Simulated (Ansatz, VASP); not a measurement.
**InBiO: VASP beside Ansatz**

```
In Bi O
1.0
    -2.51403    2.51403    5.07435
     2.51403   -2.51403    5.07435
     2.51403    2.51403   -5.07435
In Bi O
2 2 2
Direct
  0.74988 0.74988 0.00000
  0.25012 0.25012 0.00000
  0.50000 0.00000 0.50000
  0.00000 0.50000 0.50000
  0.75000 0.25000 0.50000
  0.25000 0.75000 0.50000
```

Alike in both runs: functional PBE; k mesh 4 × 4 × 4; occupations gaussian, width 0.1 eV; no spin polarisation.

Ansatz relaxed the structure, and its values are those at the end. VASP's run is a single point on that final structure, the one shown.

|  | VASP | Ansatz |
| --- | --- | --- |
| version | VASP 6.6.1 | Ansatz 0.2.0 |
| potentials or method | VASP PAW PBE potentials, release 64 (In_d, Bi_d, O), cutoff 520 eV | scalar-relativistic, plane waves, PAW |
| valence electrons in the cell | 68 | 68 |

|  | VASP | Ansatz | Ansatz less VASP |
| --- | --- | --- | --- |
| gap on the k mesh at the Fermi level (eV) | none | none | - |
| pressure (GPa) | -0.1 | -0.1 | +0.03 |

A gap of «none» marks a metal or a gap that the smearing closes.

The k mesh is coarse, so the values compare programs but aren't converged. Spin-orbit coupling is off throughout.
